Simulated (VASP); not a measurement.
# TaN (Fm-3m) in VASP: single point with PBE

Aim: the single point of TaN with PBE.

Program: VASP 6.6.1. These are calculated values, not measurements. Logs are shortened: lines on timing, memory, paths and dates and some standing lists are left out, and cuts for length are marked.

## Step 1: The cell of the first run

It takes space group Fm-3m (No. 225, cubic). The conventional cell has a = 4.357 Å, b = 4.357 Å, c = 4.357 Å, α = 90.00°, β = 90.00°, γ = 90.00°. Within 2.9 Å of Ta (site symmetry m-3m) lie 6 N at 2.18 Å. N (site symmetry m-3m) has 6 Ta at 2.18 Å within 2.9 Å.

## Step 2: Single point, PBE (10.34 Å³/atom)

The input, INCAR:

```
  PREC = Accurate
  ENCUT = 700
  EDIFF = 1E-6
  ISMEAR = 0
  SIGMA = 0.15
  LREAL = F
  LASPH = T
  NELM = 120
  ALGO = Normal
  ISIF = 2
  LWAVE = F
  LCHARG = F
  GGA = PE
  NBANDS = 16
  GGA_COMPAT = F
```

The input, KPOINTS:

```
Automatic mesh
0
Gamma
  20 20 20
```

The input, POSCAR:

```
TaN
1.0
    0.0000000000      2.1782990407      2.1782990407
    2.1782990407      0.0000000000      2.1782990407
    2.1782990407      2.1782990407      0.0000000000
Ta N
1 1
Direct
    0.5000000000      0.5000000000      0.5000000000
    0.0000000000      0.0000000000      0.0000000000
```

Potentials or basis: VASP PAW PBE potentials, release 64 (Ta_sv_GW, N).

Started as:

```
cat potpaw_PBE.64/Ta_sv_GW/POTCAR potpaw_PBE.64/N/POTCAR > POTCAR
mpirun -np 1 vasp_std > vasp.out
```

OUTCAR:

```text
PREC = Accurate
   ENCUT = 700
   EDIFF = 1E-6
   ISMEAR = 0
   LREAL = F
   LASPH = T
   NELM = 120
   ISIF = 2
   GGA = PE

 ion  position               nearest neighbor table
   1  0.500  0.500  0.500-   2 2.18   2 2.18   2 2.18   2 2.18   2 2.18   2 2.18
   2  0.000  0.000  0.000-   1 2.18   1 2.18   1 2.18   1 2.18   1 2.18   1 2.18

  LATTYP: Found a face centered cubic cell.
 ALAT       =     4.3565980814

  Lattice vectors:

 A1 = (   0.0000000000,   2.1782990407,   2.1782990407)
 A2 = (   2.1782990407,   0.0000000000,   2.1782990407)
 A3 = (   2.1782990407,   2.1782990407,   0.0000000000)

Analysis of symmetry for initial positions (statically):
=====================================================================
 Subroutine PRICEL returns:
 Original cell was already a primitive cell.

 Routine SETGRP: Setting up the symmetry group for a
 face centered cubic supercell.

 Subroutine GETGRP returns: Found 48 space group operations
 (whereof 48 operations were pure point group operations)
 out of a pool of 48 trial point group operations.

The static configuration has the point symmetry O_h .

Analysis of symmetry for dynamics (positions and initial velocities):
=====================================================================
 Subroutine PRICEL returns:
 Original cell was already a primitive cell.

 Routine SETGRP: Setting up the symmetry group for a
 face centered cubic supercell.

 Subroutine GETGRP returns: Found 48 space group operations
 (whereof 48 operations were pure point group operations)
 out of a pool of 48 trial point group operations.

The dynamic configuration has the point symmetry O_h .

 Subroutine INISYM returns: Found 48 space group operations
 (whereof 48 operations are pure point group operations),
 and found     1 'primitive' translations

----------------------------------------------------------------------------------------

                                     Primitive cell

  volume of cell :      20.6720

  direct lattice vectors                    reciprocal lattice vectors
     0.000000000  2.178299041  2.178299041    -0.229536896  0.229536896  0.229536896
     2.178299041  0.000000000  2.178299041     0.229536896 -0.229536896  0.229536896
     2.178299041  2.178299041  0.000000000     0.229536896  0.229536896 -0.229536896

  length of vectors
[... 80 lines left out ...]
   ENCUT  =  700.0 eV  51.45 Ry    7.17 a.u.   6.65  6.65  6.65*2*pi/ulx,y,z
   NELM   =    120;   NELMIN=  2; NELMDL= -5     # of ELM steps
   EDIFF  = 0.1E-05   stopping-criterion for ELM
   LREAL  =      F    real-space projection
   EDIFFG = 0.1E-04   stopping-criterion for IOM
   NSW    =      0    number of steps for IOM
   IBRION =     -1    ionic relax: 0-MD 1-quasi-New 2-CG
   NFREE  =      0    steps in history (QN), initial steepest desc. (CG)
   ISIF   =      2    stress and relaxation
   ISYM   =      2    0-nonsym 1-usesym 2-fastsym
   POTIM  = 0.5000    time-step for ionic-motion
   TEBEG  =    0.0;   TEEND  =   0.0 temperature during run
   PSTRESS=    0.0 pullay stress
   NELECT =      18.0000    total number of electrons
   NUPDOWN=      -1.0000    fix difference up-down
   EMIN   =  10.00;   EMAX   =-10.00  energy-range for DOS
   EFERMI =   0.00;   METHOD = LEGACY
   ISMEAR =     0;   SIGMA  =   0.15  broadening in eV -4-tet -1-fermi 0-gaus
   EFERMI_NEDOS =   21; number of points for ismear=-14 and -15
   IALGO  =     38    algorithm
   IMIX   =      4    mixing-type and parameters
     AMIX     =   0.40;   BMIX     =  1.00
     AMIX_MAG =   1.60;   BMIX_MAG =  1.00
  volume/ion in A,a.u.               =      10.34        69.75
  Fermi-wavevector in a.u.,A,eV,Ry     =   1.563285  2.954180 33.250735  2.443860
  Thomas-Fermi vector in A             =   2.666079
   LORBIT       =      0    0 simple, 1 ext, 2 COOP (PROOUT), +10 PAW based schemes
   GGA     = PE    functional components
   LHFCALC =     F    Hartree Fock is set to
   AEXX    =    0.0000 exact exchange contribution
   IVDW    =     0    specifies the selected vdW correction
   LEPSILON=     F    determine dielectric tensor
   LRPA    =     F    only Hartree local field effects (RPA)
 non-spin polarized calculation
 Gauss-broadening in eV      SIGMA  =   0.15
  energy-cutoff  :      700.00
  volume of cell :       20.67
 maximum number of plane-waves:       893
   NGX = 13   NGY = 13   NGZ = 13

 number of electron      17.9999999 magnetization

 Free energy of the ion-electron system (eV)
  ---------------------------------------------------
  ext. energy  EPLUGINS =         0.00000000
  ---------------------------------------------------
  free energy    TOTEN  =       -24.32613679 eV

  energy without entropy =      -24.31822273  energy(sigma->0) =      -24.32217976

 E-fermi :  14.2515     XC(G=0): -13.9488

 val. band max:       14.2316530277   @ k =   0.4500   0.1000   0.0000
 cond. band min:      14.2674200845   @ k =  -0.3500   0.3000   0.1500
 fundamental gap:      0.0357670569
 Fermi energy:        14.2515176704

 k-point     1 :       0.0000    0.0000    0.0000
  band No.  band energies     occupation
      1     -55.2734      2.00000
      2     -21.4420      2.00000
      3     -21.4420      2.00000
      4     -21.4420      2.00000
      5      -4.8241      2.00000
      6      10.3494      2.00000
[... 433 lines left out ...]
      3     -21.5439      2.00000
      4     -21.5103      2.00000
      5      -2.3317      2.00000
      6       4.6229      2.00000
[... 8 lines left out ...]
     15      26.3059      0.00000
     16      28.1861      0.00000

 [... further k-points ...]

------------------------ aborting loop because EDIFF is reached ----------------------------------------

  FORCE on cell =-STRESS in cart. coord.  units (eV):
  Direction    XX          YY          ZZ          XY          YZ          ZX
  --------------------------------------------------------------------------------------
  -------------------------------------------------------------------------------------
  Total        1.9279739      1.9279739      1.9279739     -0.0000000     -0.0000000     -0.0000000
  in kB      149.4270520    149.4270520    149.4270520     -0.0000000     -0.0000000     -0.0000000
  external PRESSURE =     149.4270520 kB  Pullay stress =       0.0000000 kB

 VOLUME and BASIS-vectors are now :
 -----------------------------------------------------------------------------
  energy-cutoff  :      700.00
  volume of cell :       20.67
      direct lattice vectors                 reciprocal lattice vectors
     0.000000000  2.178299041  2.178299041    -0.229536896  0.229536896  0.229536896
     2.178299041  0.000000000  2.178299041     0.229536896 -0.229536896  0.229536896
     2.178299041  2.178299041  0.000000000     0.229536896  0.229536896 -0.229536896

 POSITION                                       TOTAL-FORCE (eV/Angst)
 -----------------------------------------------------------------------------------
      2.17830      2.17830      2.17830         0.000000     -0.000000      0.000000
      0.00000      0.00000      0.00000        -0.000000      0.000000     -0.000000
 -----------------------------------------------------------------------------------
    total drift:                                0.000000      0.000000      0.000000

  FREE ENERGIE OF THE ION-ELECTRON SYSTEM (eV)
  ---------------------------------------------------
  free  energy   TOTEN  =       -24.3261367911 eV

  energy  without entropy=      -24.3182227302  energy(sigma->0) =      -24.32217976
```

Wall time 2.9 min (1 thread of Intel Xeon Platinum 8259CL at 2.50GHz (Skylake/Cascade Lake), shared host); peak memory 0.28 GiB.

Results:

* Free energy: -24.3261 eV
* Pressure: 14.9 GPa
* Band gap on the k mesh: zero (bands 9 and 10 overlap by 4.18 eV)

Caveat: the cell stands under pressure; spin-orbit coupling is left out, which moves the levels of the heavy elements.

The gap in the log of VASP goes by the Fermi energy; the results here count the filled bands.